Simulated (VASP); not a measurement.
Runs of VASP 6.6.1 on ScAlN2. The structure is that of space group R-3m (No. 166), or close to it. The cells are those of the table. 

| task | spin | cell | k mesh | cutoff (eV) | smearing | gap on the mesh (eV) | pressure (GPa) | relaxed volume (Å³/atom) | largest force (eV/Å) |
| --- | --- | --- | --- | --- | --- | --- | --- | --- | --- |
| single point | off | a = 3.642 Å, angles 74.2°, 4 atoms | 6 × 6 × 6 | 520 | gaussian 0.1 eV | 0.71 | 0.5 | - | 0.06 |
| relaxation of cell and atoms | off | relaxed from a = 3.642 Å, angles 74.2°, 4 atoms | 12 × 12 × 12 | 600 | gaussian 0.02 eV | 0.70 | 0.0 | (b) | - |
| single point | collinear, ferromagnetic start | a = 4.879 Å, angles 51.6°, 4 atoms | 6 × 6 × 6 | 520 | gaussian 0.1 eV | none | (a) | - | 0.69 |
| single point | off | a = 3.643 Å, angles 74.2°, 4 atoms | 12 × 12 × 12 | 520 | gaussian 0.02 eV | 0.71 | 0.5 | - | 0.06 |
| single point | off | a = 4.879 Å, angles 51.6°, 4 atoms | 6 × 6 × 6 | 520 | gaussian 0.1 eV | none | -17.5 | - | 0.68 |
| relaxation of cell and atoms | off | relaxed from a = 4.879 Å, angles 51.6°, 4 atoms | 6 × 6 × 6 | 600 | gaussian 0.1 eV | 0.70 | -0.4 | 10.99 | - |

Alike in all rows: level PBE; potentials or basis VASP PAW PBE potentials, release 64 (Sc_sv, Al, N).

Problem. Fill in the values left out.

Solution. (a) -17.4; (b) 10.94.

Caveats: the volume moved by over 15 % at a fixed basis, so the end points are rough (some runs).

A k mesh can miss the band edges.

A gap of «none» marks levels without a gap at the run's occupations.
